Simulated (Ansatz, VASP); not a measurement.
# SnTe2: VASP beside Ansatz

```xyz
6
Lattice="6.8021 0.0000 0.0000 0.0000 6.8021 0.0000 0.0000 0.0000 3.8769" Properties=species:S:1:pos:R:3 pbc="T T T"
Sn    0.0000    0.0000    0.0000
Sn    3.4011    3.4011    1.9385
Te    2.0406    2.0406    0.0000
Te    1.3604    5.4417    1.9385
Te    4.7615    4.7615    0.0000
Te    5.4417    1.3604    1.9385
```

Change from the starting cell: species swapped into the WO2 type (P4_2/mnm, No. 136).

Alike in both runs: task single point; functional PBE; k mesh 4 × 4 × 4; occupations gaussian, width 0.1 eV; no spin polarisation.

|  | VASP | Ansatz |
| --- | --- | --- |
| version | VASP 6.6.1 | Ansatz 0.2.0 |
| potentials or method | VASP PAW PBE potentials, release 64 (Sn_d, Te), cutoff 520 eV | scalar-relativistic, plane waves, PAW |
| valence electrons in the cell | 52 | 92 |

|  | VASP | Ansatz | Ansatz less VASP |
| --- | --- | --- | --- |
| gap on the k mesh at the Fermi level (eV) | none | none | - |
| pressure (GPa) | 13.5 | 13.5 | -0.02 |
| traceless stress, the component that is largest in VASP (GPa) | 5.43 | 5.42 | -0.008 |
| rms of the force components (eV/Å) | 0.397 | 0.391 | -0.0065 |

Atom by atom the forces differ by 0.006 eV/Å (rms over components). A gap of «none» marks a metal or a gap that the smearing closes. VASP's potentials hold 52 valence electrons a cell and Ansatz's 92, so a difference there can come from the potentials and not from the codes.

The k mesh is coarse, so the values compare programs but aren't converged. Neither program's run includes spin-orbit coupling.
